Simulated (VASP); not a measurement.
Write the native input for VASP 6.6.1 that does the following.

- Task: single point
- Functional: LDA
- Potentials or basis: VASP PAW LDA potentials, release 64 (Au)
- Cutoff: 520 eV
- k mesh: 9 × 9 × 9
- Occupations: fermi-dirac, width 0.1 eV
- Spin: no spin polarisation
- Dipole correction: no
- Further INCAR settings: ALGO = Normal; EDIFF = 1e-06; NBANDS = 12

The structure of Au lies in POSCAR:

```
Au
1.0
   -1.6572690000      1.6572690000      1.6572690000
    1.6572690000     -1.6572690000      1.6572690000
    1.6572690000      1.6572690000     -1.6572690000
Au
1
Direct
    0.0000000000      0.0000000000      0.0000000000
```

These files were run (other wordings do the same):

INCAR

```
  PREC = Accurate
  ENCUT = 520
  EDIFF = 1E-6
  ISMEAR = -1
  SIGMA = 0.1
  LREAL = F
  LASPH = T
  NELM = 100
  ALGO = Normal
  ISIF = 2
  LWAVE = F
  LCHARG = F
  GGA = CA
  NBANDS = 12
```

KPOINTS

```
regular mesh
0
Gamma
  9 9 9
```

Potentials or basis: VASP PAW LDA potentials, release 64 (Au).

Launch:

```console
$ cat potpaw_LDA.64/Au/POTCAR > POTCAR
$ mpirun -np 1 vasp_std > vasp.out
```

Results of the run:

```json
{
  "Pressure": "-12.6 GPa"
}
```

Wall time 4.5 s on 1 thread of AMD EPYC 7R13 Processor (Zen 3), on a shared host, peak memory 0.1 GiB.
